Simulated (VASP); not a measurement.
Wanted: the native input for a VASP 6.6.1 run.

- Task: single point
- Functional: PBEsol
- Potentials or basis: VASP PAW PBE potentials, release 64 (Cu)
- Cutoff: 520 eV
- k mesh: 11 × 9 × 42
- Occupations: gaussian, width 0.1 eV
- Spin: no spin polarisation
- Dipole correction: no
- Further INCAR settings: ALGO = Fast; EDIFF = 1e-06; NBANDS = 12; ISYM = 0

The structure of Cu lies in POSCAR:

```
Cu
1.0
    3.5633720178      0.0000000000      0.0000000000
   -1.7816860089      3.9839710305      0.0000000000
    0.0000000000     -2.3903826183      0.7967942061
Cu
1
Direct
    0.0000000000      0.0000000000      0.0000000000
```

One way to write it, as run:

INCAR

```
ALGO = Fast
EDIFF = 1E-6
ENCUT = 520
GGA = PS
ISIF = 2
ISMEAR = 0
ISYM = 0
LASPH = True
LCHARG = False
LREAL = False
LWAVE = False
NBANDS = 12
NELM = 100
PREC = Accurate
SIGMA = 0.1
```

KPOINTS

```
k-points
0
Gamma
  11 9 42
```

Potentials or basis: VASP PAW PBE potentials, release 64 (Cu).

The run is started by

```sh
$ cat potpaw_PBE.64/Cu/POTCAR > POTCAR
$ mpirun -np 1 vasp_std > vasp.out
```

It gave:

```json
{
  "Pressure": "0.7 GPa"
}
```

Caveat: the k points lie up to 0.55 Å⁻¹ apart; the PAW data sets were made with another functional, which shifts forces and pressure a little.

Wall time 5 min on 1 thread of Intel(R) Xeon(R) Platinum 8488C (Sapphire Rapids) (shared host), peak memory 0.39 GiB.
